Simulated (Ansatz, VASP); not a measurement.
## SiC in VASP and in Ansatz

```
Si C
1.0
     0.00000    2.18000    2.18000
     2.18000    0.00000    2.18000
     2.18000    2.18000    0.00000
Si C
1 1
Direct
  0.00000 0.00000 0.00000
  0.25000 0.25000 0.25000
```

Alike in both runs: task single point; functional LDA; k mesh 8 × 8 × 8; occupations gaussian, width 0.1 eV; no spin polarisation.

|  | VASP | Ansatz |
| --- | --- | --- |
| version | VASP 6.6.1 | Ansatz 0.2.0 |
| potentials or method | VASP PAW LDA potentials, release 64 (Si, C), cutoff 600 eV | scalar-relativistic, plane waves, PAW |
| valence electrons in the cell | 8 | 8 |

```csv
,VASP,Ansatz,Ansatz less VASP
gap on the k mesh at the Fermi level (eV),1.31,1.32,+0.012
least direct gap on the mesh (eV),4.50,4.51,+0.016
pressure (GPa),-4.5,-4.7,-0.24
```

Ansatz warns that its potentials were made for another functional, while VASP's fit it. LDA's correlation is that of Perdew and Zunger in VASP and of Perdew and Wang (1992) in Ansatz.
